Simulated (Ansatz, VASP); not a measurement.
MoS2: VASP beside Ansatz

File INCAR:

```
  ALGO = Normal
  EDIFF = 1E-6
  ENCUT = 520
  ISIF = 2
  ISMEAR = 0
  ISPIN = 2
  LASPH = T
  LCHARG = T
  LDAU = T
  LDAUJ = 0 0
  LDAUL = 2 -1
  LDAUPRINT = 1
  LDAUTYPE = 2
  LDAUU = 2 0
  LELF = T
  LMAXMIX = 4
  LORBIT = 11
  LREAL = F
  LVHAR = T
  LWAVE = F
  MAGMOM = 0 0 0 0 0 0
  NBANDS = 39
  NELM = 150
  PREC = Accurate
  SIGMA = 0.05
```

KPOINTS

```
k-points
0
Gamma
  7 7 2
```

File POSCAR:

```
MoS2
1.0
    3.1610015200      0.0000000000      0.0000000000
   -1.5805007600      2.7375076200      0.0000000000
    0.0000000000      0.0000000000     12.2949997000
Mo S
2 4
Direct
    0.3333333333      0.6666666667      0.2500000000
    0.6666666667      0.3333333333      0.7500000000
    0.3333333333      0.6666666667      0.6275000000
    0.6666666667      0.3333333333      0.1275000000
    0.3333333333      0.6666666667      0.8725000000
    0.6666666667      0.3333333333      0.3725000000
```

Input for Ansatz:

```yaml
crystal:
  lattice:
    - [3.16100152, 0.0, 0.0]
    - [-1.58050076, 2.73750762, 0.0]
    - [0.0, 0.0, 12.2949997]
  atoms:
    - { symbol: Mo, position: [0.3333333333, 0.6666666667, 0.25], spin: 2.0 }
    - { symbol: Mo, position: [0.6666666667, 0.3333333333, 0.75], spin: -2.0 }
    - { symbol: S, position: [0.3333333333, 0.6666666667, 0.6275] }
    - { symbol: S, position: [0.6666666667, 0.3333333333, 0.1275] }
    - { symbol: S, position: [0.3333333333, 0.6666666667, 0.8725] }
    - { symbol: S, position: [0.6666666667, 0.3333333333, 0.3725] }
basis:
  ecutwfc: 420
  ecutrho_ratio: 4
kpoints:
  mp_grid: { grid: [7, 7, 2] }
hamiltonian:
  xc: lda
  hubbard:
    sites:
      - { site: 0, l: d, u_eff: 2.0, starting_ns: [{ spin: up, occupation_matrix: s0up }, { spin: down, occupation_matrix: s0down }] }
      - { site: 1, l: d, u_eff: 2.0, starting_ns: [{ spin: up, occupation_matrix: s1up }, { spin: down, occupation_matrix: s1down }] }
    occupation_matrices:
      s0up:
        matrix:
          - [0.5554, -0.06357, -0.45438, -0.10612, -0.01458]
          - [-0.06357, 0.31658, -0.07506, 0.40964, -0.1277]
          - [-0.45438, -0.07506, 0.46321, -0.08716, 0.07015]
          - [-0.10612, 0.40964, -0.08716, 0.58646, -0.17491]
          - [-0.01458, -0.1277, 0.07015, -0.17491, 0.07836]
      s0down:
        matrix:
          - [0.02, 0.0, 0.0, 0.0, 0.0]
          - [0.0, 0.02, 0.0, 0.0, 0.0]
          - [0.0, 0.0, 0.02, 0.0, 0.0]
          - [0.0, 0.0, 0.0, 0.02, 0.0]
          - [0.0, 0.0, 0.0, 0.0, 0.02]
      s1up:
        matrix:
          - [0.02, 0.0, 0.0, 0.0, 0.0]
          - [0.0, 0.02, 0.0, 0.0, 0.0]
          - [0.0, 0.0, 0.02, 0.0, 0.0]
          - [0.0, 0.0, 0.0, 0.02, 0.0]
          - [0.0, 0.0, 0.0, 0.0, 0.02]
      s1down:
        matrix:
          - [0.5554, -0.06357, -0.45438, -0.10612, -0.01458]
          - [-0.06357, 0.31658, -0.07506, 0.40964, -0.1277]
          - [-0.45438, -0.07506, 0.46321, -0.08716, 0.07015]
          - [-0.10612, 0.40964, -0.08716, 0.58646, -0.17491]
          - [-0.01458, -0.1277, 0.07015, -0.17491, 0.07836]
    ns_hold: { iters: 5 }
scf:
  occupations: { method: gaussian, width: 0.05 }
  lower_state_search: "off"
  max_iter: 150
output:
  forces: true
  stress: true
  eigenvalues: true
  populations: true
  hubbard: { sites: [{ site: 0, l: d }, { site: 1, l: d }] }
  write_density: true
  write_potential: true
  elf: true
  volumetric_format: npy
magnetization:
  spin_polarized: true
```

Alike in both runs: task single point; functional LDA; k mesh 7 × 7 × 2; occupations gaussian, width 0.05 eV; collinear spin; Hubbard terms Mo d U = 2.0 eV.

|  | VASP | Ansatz |
| --- | --- | --- |
| version | VASP 6.6.1 | Ansatz 0.2.0 |
| potentials or method | VASP PAW LDA potentials, release 64 (Mo_sv, S), cutoff 520 eV | scalar-relativistic, plane waves, PAW |
| valence electrons in the cell | 52 | 52 |

```tsv
	VASP	Ansatz	Ansatz less VASP
gap on the k mesh at the Fermi level (eV)	0.96	0.92	-0.032
least direct gap on the mesh (eV)	1.98	2.05	+0.068
pressure (GPa)	2.3	1.0	-1.34
traceless stress, the component that is largest in VASP (GPa)	4.62	4.58	-0.038
rms of the force components (eV/Å)	0.421	0.348	-0.0725
net moment per atom (μB)	0.00	0.00	0.000
```

LDA's correlation is that of Perdew and Zunger in VASP and of Perdew and Wang (1992) in Ansatz. The programs project onto different local orbitals, so the same U acts differently, and such runs can settle in different states. Atom by atom the forces differ by 0.072 eV/Å (rms over components). Ansatz's warnings: seeded moment not kept, specified occupation not kept, symmetry narrowed by occupation matrices.
